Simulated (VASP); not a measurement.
# CaSe (P6_3mc) in VASP: single point with PBEsol

Aim: the single point of CaSe with PBEsol.

Everything below comes from runs of VASP 6.6.1. Logs are shortened: lines on timing, memory, paths and dates and some standing lists are left out, and cuts for length are marked.

## 1. The cell of the first run

The typed cell holds 4 atoms: a = 4.961 Å, b = 4.961 Å, c = 5.809 Å, α = 90.00°, β = 90.00°, γ = 120.00°.

## 2. Single point, PBEsol

The input, INCAR:

```
SYSTEM = CaSe
PREC = Accurate
ENCUT = 520
EDIFF = 1E-6
ISMEAR = 0
SIGMA = 0.02
LREAL = .FALSE.
LASPH = .TRUE.
NELM = 100
ALGO = Normal
ISIF = 2
LWAVE = .FALSE.
LCHARG = .FALSE.
GGA = PS
NBANDS = 24
```

The input, KPOINTS:

```
Automatic mesh
0
G
  6 6 6
  0 0 0
```

The input, POSCAR:

```
CaSe
1.0
    4.9611864757      0.0000000000      0.0000000000
   -2.4805932378      4.2965135209      0.0000000000
    0.0000000000      0.0000000000      5.8088963260
Ca Se
2 2
Direct
    0.6666666667      0.3333333333      0.4375664890
    0.3333333333      0.6666666667      0.9375664890
    0.3333333333      0.6666666667      0.4374325110
    0.6666666667      0.3333333333      0.9374325110
```

Potentials or basis: VASP PAW PBE potentials, release 64 (Ca_sv, Se).

The run is started by

```console
$ cat potpaw_PBE.64/Ca_sv/POTCAR potpaw_PBE.64/Se/POTCAR > POTCAR
$ mpirun -np 1 vasp_std > vasp.out
```

OUTCAR:

```text
SYSTEM = CaSe
   PREC = Accurate
   ENCUT = 520
   EDIFF = 1E-6
   ISMEAR = 0
   LREAL = .FALSE.
   LASPH = .TRUE.
   NELM = 100
   ISIF = 2
   GGA = PS

 ion  position               nearest neighbor table
   1  0.667  0.333  0.438-   3 2.86   3 2.86   3 2.86   4 2.90   4 2.91
   2  0.333  0.667  0.938-   4 2.86   4 2.86   4 2.86   3 2.90   3 2.91
   3  0.333  0.667  0.437-   1 2.86   1 2.86   1 2.86   2 2.90   2 2.91
   4  0.667  0.333  0.937-   2 2.86   2 2.86   2 2.86   1 2.90   1 2.91

  LATTYP: Found a hexagonal cell.
 ALAT       =     4.9611864757
 C/A-ratio  =     1.1708683708

  Lattice vectors:

 A1 = (   4.9611864757,   0.0000000000,   0.0000000000)
 A2 = (  -2.4805932378,   4.2965135209,   0.0000000000)
 A3 = (   0.0000000000,   0.0000000000,   5.8088963260)

Analysis of symmetry for initial positions (statically):
=====================================================================
 Subroutine PRICEL returns:
 Original cell was already a primitive cell.

 Routine SETGRP: Setting up the symmetry group for a
 hexagonal supercell.

 Subroutine GETGRP returns: Found 12 space group operations
 (whereof  6 operations were pure point group operations)
 out of a pool of 24 trial point group operations.

The static configuration has the point symmetry C_3v.
 The point group associated with its full space group is C_6v.

Analysis of symmetry for dynamics (positions and initial velocities):
=====================================================================
 Subroutine PRICEL returns:
 Original cell was already a primitive cell.

 Routine SETGRP: Setting up the symmetry group for a
 hexagonal supercell.

 Subroutine GETGRP returns: Found 12 space group operations
 (whereof  6 operations were pure point group operations)
 out of a pool of 24 trial point group operations.

The dynamic configuration has the point symmetry C_3v.
 The point group associated with its full space group is C_6v.

 Subroutine INISYM returns: Found 12 space group operations
 (whereof  6 operations are pure point group operations),
 and found     1 'primitive' translations

----------------------------------------------------------------------------------------

                                     Primitive cell

  volume of cell :     123.8213

  direct lattice vectors                    reciprocal lattice vectors
     4.961186476  0.000000000  0.000000000     0.201564687  0.116373426  0.000000000
    -2.480593238  4.296513521  0.000000000     0.000000000  0.232746853  0.000000000
     0.000000000  0.000000000  5.808896326     0.000000000  0.000000000  0.172149741

  length of vectors
     4.961186476  4.961186476  5.808896326     0.232746853  0.232746853  0.172149741

  position of ions in fractional coordinates (direct lattice)
     0.666666667  0.333333333  0.437566489
     0.333333333  0.666666667  0.937566489
     0.333333333  0.666666667  0.437432511
     0.666666667  0.333333333  0.937432511

  ion indices of the primitive-cell ions
   primitive index   ion index
                 1           1
                 2           2
                 3           3
                 4           4

----------------------------------------------------------------------------------------

 KPOINTS: Automatic mesh

Automatic generation of k-mesh.
 Grid dimensions read from file:
 generate k-points for:    6    6    6

 Generating k-lattice:

  Cartesian coordinates                     Fractional coordinates (reciprocal lattice)
     0.033594115  0.019395571  0.000000000     0.166666667  0.000000000  0.000000000
     0.000000000  0.038791142  0.000000000     0.000000000  0.166666667  0.000000000
     0.000000000  0.000000000  0.028691624     0.000000000  0.000000000  0.166666667

  Length of vectors
     0.038791142  0.038791142  0.028691624

  Shift w.r.t. Gamma in fractional coordinates (k-lattice)
     0.000000000  0.000000000  0.000000000

 Subroutine IBZKPT returns following result:
 ===========================================

 Found     28 irreducible k-points:

 Following reciprocal coordinates:
            Coordinates               Weight
  0.000000  0.000000  0.000000      1.000000
  0.166667  0.000000  0.000000      6.000000
  0.333333  0.000000  0.000000      6.000000
  0.500000  0.000000  0.000000      3.000000
  0.166667  0.166667  0.000000      6.000000
  0.333333  0.166667  0.000000     12.000000
[... 16 lines left out ...]
  0.166667  0.000000  0.500000      6.000000
  0.333333  0.000000  0.500000      6.000000
 [... further k-points ...]
   k-points           NKPTS =     28   k-points in BZ     NKDIM =     28   number of bands    NBANDS=     24
   number of dos      NEDOS =    301   number of ions     NIONS =      4
   total plane-waves  NPLWV =  76800
   dimension x,y,z NGX =    40 NGY =   40 NGZ =   48
   dimension x,y,z NGXF=    80 NGYF=   80 NGZF=   96
   ions per type =               2   2
   NGX,Y,Z   is equivalent  to a cutoff of  13.40, 13.40, 13.74 a.u.
   NGXF,Y,Z  is equivalent  to a cutoff of  26.81, 26.81, 27.47 a.u.
 SYSTEM =  CaSe
   PREC   = accura    normal or accurate (medium, high low for compatibility)
   ISTART =      0    job   : 0-new  1-cont  2-samecut
   ICHARG =      2    charge: 1-file 2-atom 10-const
   ISPIN  =      1    spin polarized calculation?
   LNONCOLLINEAR =      F non collinear calculations
   LSORBIT =      F    spin-orbit coupling
   LASPH  =      T    aspherical Exc in radial PAW
   ENCUT  =  520.0 eV  38.22 Ry    6.18 a.u.   9.22  9.22 10.80*2*pi/ulx,y,z
   NELM   =    100;   NELMIN=  2; NELMDL= -5     # of ELM steps
   EDIFF  = 0.1E-05   stopping-criterion for ELM
   LREAL  =      F    real-space projection
   EDIFFG = 0.1E-04   stopping-criterion for IOM
   NSW    =      0    number of steps for IOM
   IBRION =     -1    ionic relax: 0-MD 1-quasi-New 2-CG
   NFREE  =      0    steps in history (QN), initial steepest desc. (CG)
   ISIF   =      2    stress and relaxation
   ISYM   =      2    0-nonsym 1-usesym 2-fastsym
   POTIM  = 0.5000    time-step for ionic-motion
   TEBEG  =    0.0;   TEEND  =   0.0 temperature during run
   PSTRESS=    0.0 pullay stress
   NELECT =      32.0000    total number of electrons
   NUPDOWN=      -1.0000    fix difference up-down
   EMIN   =  10.00;   EMAX   =-10.00  energy-range for DOS
   EFERMI =   0.00;   METHOD = LEGACY
   ISMEAR =     0;   SIGMA  =   0.02  broadening in eV -4-tet -1-fermi 0-gaus
   EFERMI_NEDOS =   21; number of points for ismear=-14 and -15
   IALGO  =     38    algorithm
   IMIX   =      4    mixing-type and parameters
     AMIX     =   0.40;   BMIX     =  1.00
     AMIX_MAG =   1.60;   BMIX_MAG =  1.00
  volume/ion in A,a.u.               =      30.96       208.90
  Fermi-wavevector in a.u.,A,eV,Ry     =   1.042781  1.970570 14.794864  1.087392
  Thomas-Fermi vector in A             =   2.177461
   LORBIT       =      0    0 simple, 1 ext, 2 COOP (PROOUT), +10 PAW based schemes
   GGA     = PS    functional components
   LHFCALC =     F    Hartree Fock is set to
   AEXX    =    0.0000 exact exchange contribution
   IVDW    =     0    specifies the selected vdW correction
   LEPSILON=     F    determine dielectric tensor
   LRPA    =     F    only Hartree local field effects (RPA)
 non-spin polarized calculation
 Gauss-broadening in eV      SIGMA  =   0.02
  energy-cutoff  :      520.00
  volume of cell :      123.82
 maximum number of plane-waves:      3387
 NGX is ok and might be reduce to    40
   NGX = 19   NGY = 19   NGZ = 21

 number of electron      32.0000005 magnetization

 Free energy of the ion-electron system (eV)
  ---------------------------------------------------
  ext. energy  EPLUGINS =         0.00000000
  ---------------------------------------------------
  free energy    TOTEN  =       -19.53483477 eV

  energy without entropy =      -19.53483477  energy(sigma->0) =      -19.53483477

 E-fermi :   1.3576     XC(G=0):  -8.3208

 val. band max:        1.2555852960   @ k =   0.0000   0.0000   0.0000
 cond. band min:       3.5520062200   @ k =   0.3333   0.3333   0.0000
 fundamental gap:      2.2964209240
 Fermi energy:         1.3575749809

 k-point     1 :       0.0000    0.0000    0.0000
  band No.  band energies     occupation
      1     -38.3578      2.00000
      2     -38.3476      2.00000
      3     -19.5017      2.00000
      4     -19.5011      2.00000
      5     -19.5011      2.00000
      6     -19.4670      2.00000
[... 16 lines left out ...]
     23       6.5584      0.00000
     24       7.2389      0.00000

 k-point     2 :       0.1667    0.0000    0.0000
  band No.  band energies     occupation
      1     -38.3570      2.00000
      2     -38.3480      2.00000
      3     -19.5063      2.00000
      4     -19.5036      2.00000
      5     -19.4962      2.00000
      6     -19.4750      2.00000
[... 16 lines left out ...]
     23       6.5905      0.00000
     24       6.7531      0.00000

 k-point     3 :       0.3333    0.0000    0.0000
  band No.  band energies     occupation
      1     -38.3552      2.00000
      2     -38.3493      2.00000
      3     -19.5164      2.00000
      4     -19.5084      2.00000
      5     -19.4912      2.00000
      6     -19.4823      2.00000
[... 16 lines left out ...]
     23       6.3915      0.00000
     24       6.7882      0.00000

 k-point     4 :       0.5000    0.0000    0.0000
  band No.  band energies     occupation
      1     -38.3538      2.00000
      2     -38.3504      2.00000
      3     -19.5213      2.00000
      4     -19.5106      2.00000
      5     -19.4993      2.00000
      6     -19.4714      2.00000
[... 16 lines left out ...]
     23       6.6029      0.00000
     24       6.8218      0.00000

 k-point     5 :       0.1667    0.1667    0.0000
  band No.  band energies     occupation
      1     -38.3557      2.00000
      2     -38.3489      2.00000
      3     -19.5119      2.00000
      4     -19.5092      2.00000
      5     -19.4866      2.00000
      6     -19.4864      2.00000
[... 451 lines left out ...]
 k-point    22 :       0.0000    0.0000    0.5000
  band No.  band energies     occupation
      1     -38.3527      2.00000
      2     -38.3527      2.00000
      3     -19.4839      2.00000
      4     -19.4839      2.00000
      5     -19.4839      2.00000
      6     -19.4839      2.00000
[... 16 lines left out ...]
     23       7.2168      0.00000
     24       7.2168      0.00000

 k-point    23 :       0.1667    0.0000    0.5000
  band No.  band energies     occupation
      1     -38.3525      2.00000
      2     -38.3525      2.00000
      3     -19.5066      2.00000
      4     -19.5066      2.00000
      5     -19.4850      2.00000
      6     -19.4850      2.00000
[... 16 lines left out ...]
     23       6.7304      0.00000
     24       6.7304      0.00000

 k-point    24 :       0.3333    0.0000    0.5000
  band No.  band energies     occupation
      1     -38.3522      2.00000
      2     -38.3522      2.00000
      3     -19.5321      2.00000
      4     -19.5321      2.00000
      5     -19.4872      2.00000
      6     -19.4872      2.00000
[... 16 lines left out ...]
     23       6.7623      0.00000
     24       6.7625      0.00000

 [... further k-points ...]
[... 5 lines left out ...]
  --------------------------------------------------------------------------------------
  -------------------------------------------------------------------------------------
  Total        0.1274040      0.1274040      0.1168535      0.0000000     -0.0000000      0.0000000
  in kB        1.6485358      1.6485358      1.5120184      0.0000000     -0.0000000      0.0000000
  external PRESSURE =       1.6030300 kB  Pullay stress =       0.0000000 kB

 VOLUME and BASIS-vectors are now :
 -----------------------------------------------------------------------------
  energy-cutoff  :      520.00
  volume of cell :      123.82
      direct lattice vectors                 reciprocal lattice vectors
     4.961186476  0.000000000  0.000000000     0.201564687  0.116373426  0.000000000
    -2.480593238  4.296513521  0.000000000     0.000000000  0.232746853  0.000000000
     0.000000000  0.000000000  5.808896326     0.000000000  0.000000000  0.172149741

 POSITION                                       TOTAL-FORCE (eV/Angst)
 -----------------------------------------------------------------------------------
      2.48059      1.43217      2.54178         0.000000      0.000000     -0.002760
     -0.00000      2.86434      5.44623        -0.000000      0.000000     -0.002760
     -0.00000      2.86434      2.54100        -0.000000      0.000000      0.002760
      2.48059      1.43217      5.44545         0.000000     -0.000000      0.002760
 -----------------------------------------------------------------------------------
    total drift:                               -0.000000      0.000000     -0.000004

  FREE ENERGIE OF THE ION-ELECTRON SYSTEM (eV)
  ---------------------------------------------------
  free  energy   TOTEN  =       -19.5348347735 eV

  energy  without entropy=      -19.5348347735  energy(sigma->0) =      -19.53483477
```

It took 81 s on 1 thread of Intel Xeon Platinum 8488C (Sapphire Rapids), shared host; peak memory 0.29 GiB.

What came out:

```
Free energy            : -19.5348 eV
Pressure               : 0.2 GPa
Band gap on the k mesh : 2.30 eV, indirect (least direct gap 2.46 eV)
```

Forces in eV/Å, atoms in the order of the input:
```
Ca   0.000  0.000 -0.003
Ca   0.000  0.000 -0.003
Se   0.000  0.000  0.003
Se   0.000  0.000  0.003
```

Caveat: the PAW data sets were made with another functional, which shifts forces and pressure a little.
